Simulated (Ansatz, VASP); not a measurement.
# Pd in VASP and in Ansatz

Contents of INCAR:

```
SYSTEM = Pd
PREC = Accurate
ENCUT = 520
EDIFF = 1E-6
ISMEAR = -1
SIGMA = 0.1
LREAL = .FALSE.
LASPH = .TRUE.
NELM = 100
ALGO = Normal
ISIF = 2
LWAVE = .FALSE.
LCHARG = .TRUE.
GGA = RE
LELF = .TRUE.
LVHAR = .TRUE.
NBANDS = 17
```

Contents of KPOINTS:

```
regular mesh
0
G
  21 21 11
  0 0 0
```

Contents of POSCAR:

```
Pd
1.0
    2.7191850812      0.0000000000      0.0000000000
   -1.3595925406      2.3548833579      0.0000000000
    0.0000000000      0.0000000000      4.5277477645
Pd
2
Direct
    0.3333333333      0.6666666667      0.2500000000
    0.6666666667      0.3333333333      0.7500000000
```

Input for Ansatz:

```yaml
crystal:
  lattice:
    - [2.7191850812, 0.0, 0.0]
    - [-1.3595925406, 2.3548833579, 0.0]
    - [0.0, 0.0, 4.5277477645]
  atoms:
    - { symbol: Pd, position: [0.3333333333, 0.6666666667, 0.25] }
    - { symbol: Pd, position: [0.6666666667, 0.3333333333, 0.75] }
hamiltonian:
  xc: revpbe
  pseudopotentials:
    kind: paw
    azcp:
      Pd: "pseudopotentials/Pd.paw.azcp"
basis:
  ecutwfc: 420
  fft_grid_basis: typed
kpoints:
  mp_grid: { grid: [21, 21, 11], shift: [0, 0, 0] }
magnetization:
  spin_polarized: false
scf:
  occupations: { method: fermi_dirac, width: 0.1 }
output:
  stress: true
```

Alike in both runs: task single point; functional revPBE; k mesh 21 × 21 × 11; occupations fermi-dirac, width 0.1 eV; no spin polarisation.

```csv
,VASP,Ansatz
version,VASP 6.6.1,Ansatz 0.2.0
potentials or method,"VASP PAW PBE potentials, release 64 (Pd), cutoff 520 eV","plane waves (420 eV) with PAW, scalar-relativistic"
valence electrons in the cell,20,36
```

Ansatz gave:

```
pressure (GPa)                                                : 15.6
traceless stress, the component that is largest in VASP (GPa) : -0.25
```

Q: Which values does VASP return?

A: Pressure (GPa): 15.3; traceless stress, the component that is largest in VASP (GPa): -0.28.

VASP's potentials were made for PBE, not for revPBE. With one functional, cell and mesh, what is left measures potentials, basis and numerics. VASP's potentials hold 20 valence electrons a cell and Ansatz's 36, so a difference there can come from the potentials and not from the codes.
